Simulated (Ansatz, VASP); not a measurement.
**TaN in VASP and in Ansatz**

```
Ta N
1.0
     2.97666    0.00000    0.00000
    -1.48833    2.57787    0.00000
     0.00000    0.00000    2.92094
Ta N
1 1
Direct
  0.00000 0.00000 0.50000
  0.66667 0.33333 0.00000
```

Change from the starting cell: volume scaled by 1.04.

Alike in both runs: task single point; functional RPBE; dispersion D3(BJ); k mesh 8 × 8 × 7; occupations gaussian, width 0.05 eV; non-collinear spin, spin-orbit coupling; Hubbard terms Ta d U = 3.0 eV.

```csv
,VASP,Ansatz
version,VASP 6.6.1,Ansatz 0.2.0
potentials or method,"VASP PAW PBE potentials, release 64 (Ta_pv, N), cutoff 520 eV","all-electron LAPW, relativistic spinors"
```

```tsv
	VASP	Ansatz	Ansatz less VASP
pressure (GPa)	-33.9	-40.7	-6.85
traceless stress, the component that is largest in VASP (GPa)	0.59	-0.94	-1.532
net moment per atom (μB)	0.00	0.00	0.000
```

VASP's potentials were made for PBE, not for RPBE. The programs project onto different local orbitals, so the same U acts differently, and such runs can settle in different states. The pressures are high and differ by over a tenth, so treat them with care. Ansatz ran all-electron here, and VASP with PAW potentials.

Noted on VASP's run: the cell as given lies far from equilibrium. Noted on Ansatz's run: U is the effective U less J, on atomic orbitals that reach past the spheres.
